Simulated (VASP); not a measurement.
# AlCo (Pm-3m) in VASP: further runs

Runs on AlCo. Level: LDA. Tasks: single point.

Program: VASP 6.6.1. These are calculated values, not measurements. Logs are shortened: lines on timing, memory, paths and dates and some standing lists are left out, and cuts for length are marked.

### 1 The cell of the first run

It takes space group Pm-3m (No. 221, cubic). The conventional cell has a = 2.819 Å, b = 2.819 Å, c = 2.819 Å, α = 90.00°, β = 90.00°, γ = 90.00°. Al (site symmetry m-3m) has 8 Co at 2.44 Å and 6 Al at 2.82 Å within 3.2 Å. Co (site symmetry m-3m) has 8 Al at 2.44 Å and 6 Co at 2.82 Å within 3.2 Å.

### 2 Single point, LDA, collinear spin, zero start

File INCAR:

```
SYSTEM = AlCo
PREC = Accurate ; ENCUT = 520
EDIFF = 1E-6 ; ISMEAR = -1
SIGMA = 0.02 ; LREAL = .False.
LASPH = .True. ; NELM = 150
ALGO = Normal ; ISIF = 2
LWAVE = .False. ; LCHARG = .False.
ISPIN = 2 ; MAGMOM = 0 0
LORBIT = 11 ; NUPDOWN = 0.0
LMAXMIX = 4 ; GGA = CA
NBANDS = 17
```

File KPOINTS:

```
Automatic mesh
0
Gamma
  6 6 6
  0.5 0.5 0.5
```

File POSCAR:

```
AlCo
1.0
    2.8194030000      0.0000000000      0.0000000000
    0.0000000000      2.8194030000      0.0000000000
    0.0000000000      0.0000000000      2.8194030000
Al Co
1 1
Direct
    0.0000000000      0.0000000000      0.0000000000
    0.5000000000      0.5000000000      0.5000000000
```

Potentials or basis: VASP PAW LDA potentials, release 64 (Al, Co).

Started as:

```sh
> cat potpaw_LDA.64/Al/POTCAR potpaw_LDA.64/Co/POTCAR > POTCAR
> mpirun -np 1 vasp_std > vasp.out
```

OUTCAR:

```text
SYSTEM = AlCo
   PREC = Accurate
   ENCUT = 520
   EDIFF = 1E-6
   ISMEAR = -1
   LREAL = .False.
   LASPH = .True.
   NELM = 150
   ISIF = 2
   ISPIN = 2
   LORBIT = 11
   NUPDOWN = 0.0
   GGA = CA

 ion  position               nearest neighbor table
   1  0.000  0.000  0.000-   2 2.44   2 2.44   2 2.44   2 2.44   2 2.44   2 2.44   2 2.44   2 2.44

   2  0.500  0.500  0.500-   1 2.44   1 2.44   1 2.44   1 2.44   1 2.44   1 2.44   1 2.44   1 2.44

  LATTYP: Found a simple cubic cell.
 ALAT       =     2.8194030000

  Lattice vectors:

 A1 = (   2.8194030000,   0.0000000000,   0.0000000000)
 A2 = (   0.0000000000,   2.8194030000,   0.0000000000)
 A3 = (   0.0000000000,   0.0000000000,   2.8194030000)

Analysis of symmetry for initial positions (statically):
=====================================================================
 Subroutine PRICEL returns:
 Original cell was already a primitive cell.

 Routine SETGRP: Setting up the symmetry group for a
 simple cubic supercell.

 Subroutine GETGRP returns: Found 48 space group operations
 (whereof 48 operations were pure point group operations)
 out of a pool of 48 trial point group operations.

The static configuration has the point symmetry O_h .

Analysis of symmetry for dynamics (positions and initial velocities):
=====================================================================
 Subroutine PRICEL returns:
 Original cell was already a primitive cell.

 Routine SETGRP: Setting up the symmetry group for a
 simple cubic supercell.

 Subroutine GETGRP returns: Found 48 space group operations
 (whereof 48 operations were pure point group operations)
 out of a pool of 48 trial point group operations.

The dynamic configuration has the point symmetry O_h .

Analysis of structural, dynamic, and magnetic symmetry:
=====================================================================
 Subroutine PRICEL returns:
 Original cell was already a primitive cell.

 Routine SETGRP: Setting up the symmetry group for a
 simple cubic supercell.

 Subroutine GETGRP returns: Found 48 space group operations
 (whereof 48 operations were pure point group operations)
 out of a pool of 48 trial point group operations.

The overall configuration has the point symmetry O_h .

 Subroutine INISYM returns: Found 48 space group operations
 (whereof 48 operations are pure point group operations),
 and found     1 'primitive' translations

----------------------------------------------------------------------------------------

                                     Primitive cell

  volume of cell :      22.4115

  direct lattice vectors                    reciprocal lattice vectors
     2.819403000  0.000000000  0.000000000     0.354685017  0.000000000  0.000000000
     0.000000000  2.819403000  0.000000000     0.000000000  0.354685017  0.000000000
     0.000000000  0.000000000  2.819403000     0.000000000  0.000000000  0.354685017

  length of vectors
     2.819403000  2.819403000  2.819403000     0.354685017  0.354685017  0.354685017

  position of ions in fractional coordinates (direct lattice)
     0.000000000  0.000000000  0.000000000
     0.500000000  0.500000000  0.500000000

  ion indices of the primitive-cell ions
   primitive index   ion index
                 1           1
                 2           2

----------------------------------------------------------------------------------------

 KPOINTS: Automatic mesh

Automatic generation of k-mesh.
 Grid dimensions read from file:
 generate k-points for:    6    6    6

 Generating k-lattice:

  Cartesian coordinates                     Fractional coordinates (reciprocal lattice)
     0.059114169  0.000000000  0.000000000     0.166666667  0.000000000  0.000000000
     0.000000000  0.059114169  0.000000000     0.000000000  0.166666667  0.000000000
     0.000000000  0.000000000  0.059114169     0.000000000  0.000000000  0.166666667

  Length of vectors
     0.059114169  0.059114169  0.059114169

  Shift w.r.t. Gamma in fractional coordinates (k-lattice)
     0.500000000  0.500000000  0.500000000

 Subroutine IBZKPT returns following result:
 ===========================================

 Found     10 irreducible k-points:

 Following reciprocal coordinates:
            Coordinates               Weight
  0.083333  0.083333  0.083333      8.000000
  0.250000  0.083333  0.083333     24.000000
  0.416667  0.083333  0.083333     24.000000
  0.250000  0.250000  0.083333     24.000000
  0.416667  0.250000  0.083333     48.000000
  0.416667  0.416667  0.083333     24.000000
  0.250000  0.250000  0.250000      8.000000
  0.416667  0.250000  0.250000     24.000000
  0.416667  0.416667  0.250000     24.000000
  0.416667  0.416667  0.416667      8.000000
   k-points           NKPTS =     10   k-points in BZ     NKDIM =     10   number of bands    NBANDS=     17
   number of dos      NEDOS =    301   number of ions     NIONS =      2
   total plane-waves  NPLWV =  13824
   dimension x,y,z NGX =    24 NGY =   24 NGZ =   24
   dimension x,y,z NGXF=    48 NGYF=   48 NGZF=   48
   ions per type =               1   1
   NGX,Y,Z   is equivalent  to a cutoff of  14.15, 14.15, 14.15 a.u.
   NGXF,Y,Z  is equivalent  to a cutoff of  28.30, 28.30, 28.30 a.u.
 SYSTEM =  AlCo
   PREC   = accura    normal or accurate (medium, high low for compatibility)
   ISTART =      0    job   : 0-new  1-cont  2-samecut
   ICHARG =      2    charge: 1-file 2-atom 10-const
   ISPIN  =      2    spin polarized calculation?
   LNONCOLLINEAR =      F non collinear calculations
   LSORBIT =      F    spin-orbit coupling
   LASPH  =      T    aspherical Exc in radial PAW
   ENCUT  =  520.0 eV  38.22 Ry    6.18 a.u.   5.24  5.24  5.24*2*pi/ulx,y,z
   NELM   =    150;   NELMIN=  2; NELMDL= -5     # of ELM steps
   EDIFF  = 0.1E-05   stopping-criterion for ELM
   LREAL  =      F    real-space projection
   EDIFFG = 0.1E-04   stopping-criterion for IOM
   NSW    =      0    number of steps for IOM
   IBRION =     -1    ionic relax: 0-MD 1-quasi-New 2-CG
   NFREE  =      0    steps in history (QN), initial steepest desc. (CG)
   ISIF   =      2    stress and relaxation
   ISYM   =      2    0-nonsym 1-usesym 2-fastsym
   POTIM  = 0.5000    time-step for ionic-motion
   TEBEG  =    0.0;   TEEND  =   0.0 temperature during run
   PSTRESS=    0.0 pullay stress
   NELECT =      12.0000    total number of electrons
   NUPDOWN=       0.0000    fix difference up-down
   EMIN   =  10.00;   EMAX   =-10.00  energy-range for DOS
   EFERMI =   0.00;   METHOD = LEGACY
   ISMEAR =    -1;   SIGMA  =   0.02  broadening in eV -4-tet -1-fermi 0-gaus
   EFERMI_NEDOS =   21; number of points for ismear=-14 and -15
   IALGO  =     38    algorithm
   IMIX   =      4    mixing-type and parameters
     AMIX     =   0.40;   BMIX     =  1.00
     AMIX_MAG =   1.60;   BMIX_MAG =  1.00
  volume/ion in A,a.u.               =      11.21        75.62
  Fermi-wavevector in a.u.,A,eV,Ry     =   1.329367  2.512139 24.044427  1.767215
  Thomas-Fermi vector in A             =   2.458534
   LORBIT       =     11    0 simple, 1 ext, 2 COOP (PROOUT), +10 PAW based schemes
   GGA     = CA    functional components
   LHFCALC =     F    Hartree Fock is set to
   AEXX    =    0.0000 exact exchange contribution
   IVDW    =     0    specifies the selected vdW correction
   LEPSILON=     F    determine dielectric tensor
   LRPA    =     F    only Hartree local field effects (RPA)
 spin polarized calculation
  energy-cutoff  :      520.00
  volume of cell :       22.41
 maximum number of plane-waves:       612
 NGX is ok and might be reduce to    24
   NGX = 11   NGY = 11   NGZ = 11

 number of electron      11.9999996 magnetization       0.0000000

 number of electron      11.9999996 magnetization      -0.0000000

 Free energy of the ion-electron system (eV)
  ---------------------------------------------------
  ext. energy  EPLUGINS =         0.00000000
  ---------------------------------------------------
  free energy    TOTEN  =       -13.71099768 eV

  energy without entropy =      -13.70816849  energy(sigma->0) =      -13.70958309

 E-fermi :  10.7761     XC(G=0): -12.6704

 val. band max:       10.1297852056   @ k =   0.4167   0.4167   0.2500
 cond. band min:      10.7899499477   @ k =   0.4167   0.4167   0.0833
 fundamental gap:      0.6601647422
 Fermi energy:        10.7760970432

 spin component 1

 k-point     1 :       0.0833    0.0833    0.0833
  band No.  band energies     occupation
      1      -0.0907      1.00000
      2       7.6517      1.00000
      3       7.6517      1.00000
      4       9.7104      1.00000
      5       9.7642      1.00000
      6       9.7642      1.00000
[... 9 lines left out ...]
     16      35.0902      0.00000
     17      35.1267      0.00000

 k-point     2 :       0.2500    0.0833    0.0833
  band No.  band energies     occupation
      1       0.9541      1.00000
      2       7.3032      1.00000
      3       7.9087      1.00000
      4       9.2987      1.00000
      5       9.3105      1.00000
      6       9.8129      1.00000
[... 9 lines left out ...]
     16      31.4176      0.00000
     17      33.2004      0.00000

 k-point     3 :       0.4167    0.0833    0.0833
  band No.  band energies     occupation
      1       2.9172      1.00000
      2       5.4361      1.00000
      3       8.2193      1.00000
      4       8.8691      1.00000
      5       9.1103      1.00000
      6       9.8723      1.00000
[... 112 lines left out ...]
 k-point     9 :       0.4167    0.4167    0.2500
  band No.  band energies     occupation
      1       5.5603      1.00000
      2       7.1024      1.00000
      3       7.2338      1.00000
      4       8.7894      1.00000
      5       9.9175      1.00000
      6      10.1298      1.00000
[... 9 lines left out ...]
     16      36.2822      0.00000
     17      36.4032      0.00000

 k-point    10 :       0.4167    0.4167    0.4167
  band No.  band energies     occupation
      1       6.2717      1.00000
      2       6.8593      1.00000
      3       6.8593      1.00000
      4      10.0836      1.00000
      5      10.0837      1.00000
      6      11.1648      0.00000
[... 9 lines left out ...]
     16      41.2319      0.00000
     17      41.2345      0.00000
 Fermi energy:        10.7760866436

 spin component 2

 k-point     1 :       0.0833    0.0833    0.0833
  band No.  band energies     occupation
      1      -0.0907      1.00000
      2       7.6517      1.00000
      3       7.6517      1.00000
      4       9.7104      1.00000
      5       9.7642      1.00000
      6       9.7642      1.00000
[... 9 lines left out ...]
     16      35.0902      0.00000
     17      35.1019      0.00000

 k-point     2 :       0.2500    0.0833    0.0833
  band No.  band energies     occupation
      1       0.9541      1.00000
      2       7.3032      1.00000
      3       7.9087      1.00000
      4       9.2987      1.00000
      5       9.3105      1.00000
      6       9.8129      1.00000
[... 9 lines left out ...]
     16      31.4176      0.00000
     17      33.2004      0.00000

 k-point     3 :       0.4167    0.0833    0.0833
  band No.  band energies     occupation
      1       2.9172      1.00000
      2       5.4361      1.00000
      3       8.2193      1.00000
      4       8.8691      1.00000
      5       9.1103      1.00000
      6       9.8723      1.00000
[... 112 lines left out ...]
 k-point     9 :       0.4167    0.4167    0.2500
  band No.  band energies     occupation
      1       5.5603      1.00000
      2       7.1023      1.00000
      3       7.2338      1.00000
      4       8.7894      1.00000
      5       9.9175      1.00000
      6      10.1298      1.00000
[... 9 lines left out ...]
     16      36.2822      0.00000
     17      36.4032      0.00000

 k-point    10 :       0.4167    0.4167    0.4167
  band No.  band energies     occupation
      1       6.2717      1.00000
      2       6.8593      1.00000
      3       6.8593      1.00000
      4      10.0836      1.00000
      5      10.0836      1.00000
      6      11.1648      0.00000
[... 9 lines left out ...]
     16      41.2319      0.00000
     17      41.2331      0.00000

------------------------ aborting loop because EDIFF is reached ----------------------------------------

  FORCE on cell =-STRESS in cart. coord.  units (eV):
  Direction    XX          YY          ZZ          XY          YZ          ZX
  --------------------------------------------------------------------------------------
  -------------------------------------------------------------------------------------
  Total       -0.7129732     -0.7129732     -0.7129732      0.0000000      0.0000000     -0.0000000
  in kB      -50.9697255    -50.9697255    -50.9697255      0.0000000      0.0000000     -0.0000000
  external PRESSURE =     -50.9697255 kB  Pullay stress =       0.0000000 kB

 VOLUME and BASIS-vectors are now :
 -----------------------------------------------------------------------------
  energy-cutoff  :      520.00
  volume of cell :       22.41
      direct lattice vectors                 reciprocal lattice vectors
     2.819403000  0.000000000  0.000000000     0.354685017  0.000000000  0.000000000
     0.000000000  2.819403000  0.000000000     0.000000000  0.354685017  0.000000000
     0.000000000  0.000000000  2.819403000     0.000000000  0.000000000  0.354685017

 POSITION                                       TOTAL-FORCE (eV/Angst)
 -----------------------------------------------------------------------------------
      0.00000      0.00000      0.00000         0.000000      0.000000      0.000000
      1.40970      1.40970      1.40970         0.000000      0.000000      0.000000
 -----------------------------------------------------------------------------------
    total drift:                                0.000000     -0.000000     -0.000000

  FREE ENERGIE OF THE ION-ELECTRON SYSTEM (eV)
  ---------------------------------------------------
  free  energy   TOTEN  =       -13.7109976767 eV

  energy  without entropy=      -13.7081684944  energy(sigma->0) =      -13.70958309

 total charge

# of ion       s       p       d       tot
------------------------------------------
    1        0.403   0.448   0.000   0.851
    2        0.449   0.529   7.559   8.537
--------------------------------------------------
tot          0.853   0.977   7.559   9.388

 magnetization (x)

# of ion       s       p       d       tot
------------------------------------------
    1        0.000   0.000   0.000   0.000
    2       -0.000  -0.000  -0.000  -0.000
--------------------------------------------------
tot         -0.000  -0.000  -0.000  -0.000
```

Run time: 4.7 s. Hardware: 1 thread of Intel Xeon 6975P-C, shared host; peak memory 0.14 GiB.

What came out:

```yaml
Free_energy: -13.7110 eV
Pressure: -5.1 GPa
Net_moment: 0.00 μB per cell
Valence_electrons_inside_the_program's_atomic_spheres: Al 0.85; Co 8.54
```

Caveat: the k points lie up to 0.37 Å⁻¹ apart; the total moment is fixed, so each spin has its own Fermi level.

### 3 Single point, LDA, collinear spin, ferromagnetic start

File INCAR:

```
SYSTEM = AlCo
ALGO = Normal
EDIFF = 1E-6
ENCUT = 520
ISIF = 2
ISMEAR = -1
ISPIN = 2
LASPH = .TRUE.
LCHARG = .FALSE.
LMAXMIX = 4
LORBIT = 11
LREAL = .FALSE.
LWAVE = .FALSE.
MAGMOM = 0 0.65
NBANDS = 17
NELM = 150
NUPDOWN = 0.6
PREC = Accurate
SIGMA = 0.02
```

KPOINTS is that of step 2.

POSCAR is that of step 2.

Potentials or basis: VASP PAW LDA potentials, release 64 (Al, Co).

Started as:

```sh
> cat potpaw_LDA.64/Al/POTCAR potpaw_LDA.64/Co/POTCAR > POTCAR
> mpirun -np 1 vasp_std > vasp.out
```

Run time: 6.4 s. Hardware: 1 thread of Intel Xeon 6975P-C, shared host; peak memory 0.14 GiB.

It converged, with:

- Free energy: -13.5401 eV
- Pressure: -1.6 GPa
- Net moment: 0.60 μB per cell
- Site moments: Al -0.00; Co +0.59 μB
- Valence electrons inside the program's atomic spheres: Al 0.86; Co 8.54

Caveat: the k points lie up to 0.37 Å⁻¹ apart; the total moment is fixed, so each spin has its own Fermi level.
